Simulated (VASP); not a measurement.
# NiGe3O4 (I-4m2) in VASP: single point with PBE

Aim: the single point of NiGe3O4 with PBE.

Program: VASP 6.6.1. These are calculated values, not measurements. Logs are shortened: lines on timing, memory, paths and dates and some standing lists are left out, and cuts for length are marked.

### Step 1. The cell of the first run

The structure is tetragonal, space group I-4m2 (No. 119). Conventional cell: a = 6.092 Å, b = 6.092 Å, c = 9.686 Å, α = 90.00°, β = 90.00°, γ = 90.00°. Within 2.9 Å of Ni (site symmetry -4m2) lie 2 Ge at 2.21 Å. Within 2.5 Å of Ge (site symmetry 2mm) lie 2 O at 1.85 Å and 1 Ni at 2.21 Å. Within 2.4 Å of Ge (site symmetry -4m2) lie 4 O at 1.81 Å. O (site symmetry m) has 2 Ge at 1.81 to 1.85 Å within 2.4 Å.

The cell was generated, and may not be a known phase.

### Step 2. Single point, PBE

File INCAR:

```
  PREC = Accurate
  ENCUT = 520
  EDIFF = 1E-6
  ISMEAR = 0
  SIGMA = 0.02
  LREAL = F
  LASPH = T
  NELM = 60
  ALGO = Normal
  ISIF = 2
  LWAVE = F
  LCHARG = F
  GGA = PE
  NBANDS = 48
```

File KPOINTS:

```
regular mesh
0
Gamma
  8 8 8
```

File POSCAR:

```
NiGe3O4
1.0
   -3.0459669074      3.0459669074      4.8430409450
    3.0459669074     -3.0459669074      4.8430409450
    3.0459669074      3.0459669074     -4.8430409450
Ni Ge O
1 3 4
Direct
    0.2500000000      0.7500000000      0.5000000000
    0.0223338273      0.5223338273      0.5000000000
    0.4776661727      0.9776661727      0.5000000000
    0.7500000000      0.2500000000      0.5000000000
    0.6169315164      0.3247157163      0.7077841999
    0.6169315164      0.9091473165      0.2922158001
    0.6752842837      0.3830684836      0.2922158001
    0.0908526835      0.3830684836      0.7077841999
```

Potentials or basis: VASP PAW PBE potentials, release 64 (Ni, Ge_d, O).

On the command line:

```bash
cat potpaw_PBE.64/Ni/POTCAR potpaw_PBE.64/Ge_d/POTCAR potpaw_PBE.64/O/POTCAR > POTCAR
mpirun -np 1 vasp_std > vasp.out
```

OUTCAR:

```text
PREC = Accurate
   ENCUT = 520
   EDIFF = 1E-6
   ISMEAR = 0
   LREAL = F
   LASPH = T
   NELM = 60
   ISIF = 2
   GGA = PE

 ion  position               nearest neighbor table
   1  0.250  0.750  0.500-   2 2.21   3 2.21
   2  0.022  0.522  0.500-   8 1.85   7 1.85   1 2.21   4 2.64
   3  0.478  0.978  0.500-   6 1.85   5 1.85   1 2.21   4 2.64
   4  0.750  0.250  0.500-   5 1.81   7 1.81   6 1.81   8 1.81   2 2.64   3 2.64
   5  0.617  0.325  0.708-   4 1.81   3 1.85
   6  0.617  0.909  0.292-   4 1.81   3 1.85
   7  0.675  0.383  0.292-   4 1.81   2 1.85
   8  0.091  0.383  0.708-   4 1.81   2 1.85

  LATTYP: Found a body centered tetragonal cell.
 ALAT       =     6.0919338148
 C/A-ratio  =     1.5899847543

  Lattice vectors:

 A1 = (  -3.0459669074,   3.0459669074,   4.8430409450)
 A2 = (   3.0459669074,  -3.0459669074,   4.8430409450)
 A3 = (   3.0459669074,   3.0459669074,  -4.8430409450)

Analysis of symmetry for initial positions (statically):
=====================================================================
 Subroutine PRICEL returns:
 Original cell was already a primitive cell.

 Routine SETGRP: Setting up the symmetry group for a
 body centered tetragonal supercell.

 Subroutine GETGRP returns: Found  8 space group operations
 (whereof  8 operations were pure point group operations)
 out of a pool of 16 trial point group operations.

The static configuration has the point symmetry D_2d.

Analysis of symmetry for dynamics (positions and initial velocities):
=====================================================================
 Subroutine PRICEL returns:
 Original cell was already a primitive cell.

 Routine SETGRP: Setting up the symmetry group for a
 body centered tetragonal supercell.

 Subroutine GETGRP returns: Found  8 space group operations
 (whereof  8 operations were pure point group operations)
 out of a pool of 16 trial point group operations.

The dynamic configuration has the point symmetry D_2d.

 Subroutine INISYM returns: Found  8 space group operations
 (whereof  8 operations are pure point group operations),
 and found     1 'primitive' translations

----------------------------------------------------------------------------------------

                                     Primitive cell

  volume of cell :     179.7333
[... 91 lines left out ...]
 SYSTEM =  unknown system
   PREC   = accura    normal or accurate (medium, high low for compatibility)
   ISTART =      0    job   : 0-new  1-cont  2-samecut
   ICHARG =      2    charge: 1-file 2-atom 10-const
   ISPIN  =      1    spin polarized calculation?
   LNONCOLLINEAR =      F non collinear calculations
   LSORBIT =      F    spin-orbit coupling
   LASPH  =      T    aspherical Exc in radial PAW
   ENCUT  =  520.0 eV  38.22 Ry    6.18 a.u.  12.05 12.05 12.05*2*pi/ulx,y,z
   NELM   =     60;   NELMIN=  2; NELMDL= -5     # of ELM steps
   EDIFF  = 0.1E-05   stopping-criterion for ELM
   LREAL  =      F    real-space projection
[... 7 lines left out ...]
   TEBEG  =    0.0;   TEEND  =   0.0 temperature during run
   PSTRESS=    0.0 pullay stress
   NELECT =      76.0000    total number of electrons
   NUPDOWN=      -1.0000    fix difference up-down
   EMIN   =  10.00;   EMAX   =-10.00  energy-range for DOS
   EFERMI =   0.00;   METHOD = LEGACY
   ISMEAR =     0;   SIGMA  =   0.02  broadening in eV -4-tet -1-fermi 0-gaus
   EFERMI_NEDOS =   21; number of points for ismear=-14 and -15
   IALGO  =     38    algorithm
   IMIX   =      4    mixing-type and parameters
     AMIX     =   0.40;   BMIX     =  1.00
     AMIX_MAG =   1.60;   BMIX_MAG =  1.00
  volume/ion in A,a.u.               =      22.47       151.61
  Fermi-wavevector in a.u.,A,eV,Ry     =   1.228768  2.322035 20.543037  1.509871
  Thomas-Fermi vector in A             =   2.363681
   LORBIT       =      0    0 simple, 1 ext, 2 COOP (PROOUT), +10 PAW based schemes
   GGA     = PE    functional components
   LHFCALC =     F    Hartree Fock is set to
   AEXX    =    0.0000 exact exchange contribution
   IVDW    =     0    specifies the selected vdW correction
   LEPSILON=     F    determine dielectric tensor
   LRPA    =     F    only Hartree local field effects (RPA)
 non-spin polarized calculation
 Gauss-broadening in eV      SIGMA  =   0.02
  energy-cutoff  :      520.00
  volume of cell :      179.73
 maximum number of plane-waves:      4882
   NGX = 25   NGY = 25   NGZ = 25

 number of electron      76.0000025 magnetization

 Free energy of the ion-electron system (eV)
  ---------------------------------------------------
  ext. energy  EPLUGINS =         0.00000000
  ---------------------------------------------------
  free energy    TOTEN  =       -44.52175920 eV

  energy without entropy =      -44.52175920  energy(sigma->0) =      -44.52175920

 E-fermi :   1.5869     XC(G=0):  -7.7733

 val. band max:        1.4508643122   @ k =   0.0000   0.0000   0.0000
 cond. band min:       2.0264326582   @ k =  -0.2500   0.2500   0.2500
 fundamental gap:      0.5755683460
 Fermi energy:         1.5869319832

 k-point     1 :       0.0000    0.0000    0.0000
  band No.  band energies     occupation
      1     -24.5920      2.00000
      2     -24.5920      2.00000
      3     -24.5126      2.00000
      4     -24.4775      2.00000
      5     -24.3872      2.00000
      6     -24.0916      2.00000
[... 1213 lines left out ...]
     47       7.2641      0.00000
     48       7.8214      0.00000

 [... further k-points ...]
[... 5 lines left out ...]
  --------------------------------------------------------------------------------------
  -------------------------------------------------------------------------------------
  Total        0.0740995      0.0740995      0.4142308      0.0000000      0.0000000      0.0000000
  in kB        0.6605376      0.6605376      3.6925340      0.0000000      0.0000000      0.0000000
  external PRESSURE =       1.6712030 kB  Pullay stress =       0.0000000 kB

 VOLUME and BASIS-vectors are now :
 -----------------------------------------------------------------------------
  energy-cutoff  :      520.00
  volume of cell :      179.73
      direct lattice vectors                 reciprocal lattice vectors
    -3.045966907  3.045966907  4.843040945     0.000000000  0.164151488  0.103240919
     3.045966907 -3.045966907  4.843040945     0.164151488  0.000000000  0.103240919
     3.045966907  3.045966907 -4.843040945     0.164151488  0.164151488  0.000000000

 POSITION                                       TOTAL-FORCE (eV/Angst)
 -----------------------------------------------------------------------------------
      3.04597      0.00000      2.42152         0.000000     -0.000000      0.000000
      3.04597      0.00000      0.21633         0.000000     -0.000000      0.035722
      3.04597      0.00000      4.62671         0.000000     -0.000000     -0.035722
      0.00000      3.04597      2.42152         0.000000     -0.000000     -0.000000
      1.26581      3.04597      1.13261         0.037756     -0.000000      0.007657
      1.78016      0.00000      5.97565        -0.037756     -0.000000      0.007657
      0.00000      1.78016      3.71043         0.000000     -0.037756     -0.007657
      3.04597      1.26581     -1.13261         0.000000      0.037756     -0.007657
 -----------------------------------------------------------------------------------
    total drift:                                0.000000     -0.000000      0.000000

  FREE ENERGIE OF THE ION-ELECTRON SYSTEM (eV)
  ---------------------------------------------------
  free  energy   TOTEN  =       -44.5217592050 eV

  energy  without entropy=      -44.5217592050  energy(sigma->0) =      -44.52175920
```

It took 12 min on 1 thread of Intel Xeon 8259CL, shared host; peak memory 0.6 GiB.

Results:

| Quantity | Value |
| --- | --- |
| Free energy | -44.5218 eV |
| Pressure | 0.2 GPa |
| Largest force | 0.039 eV/Å |
| Band gap on the k mesh | 0.58 eV (least direct gap 0.59 eV) |

Forces in eV/Å, atoms in the order of the input:
```
Ni   0.000  0.000  0.000
Ge   0.000  0.000  0.036
Ge   0.000  0.000 -0.036
Ge   0.000  0.000  0.000
O    0.038  0.000  0.008
O   -0.038  0.000  0.008
O    0.000 -0.038 -0.008
O    0.000  0.038 -0.008
```

Caveat: the run has no spin polarisation, though such a crystal can be magnetic.
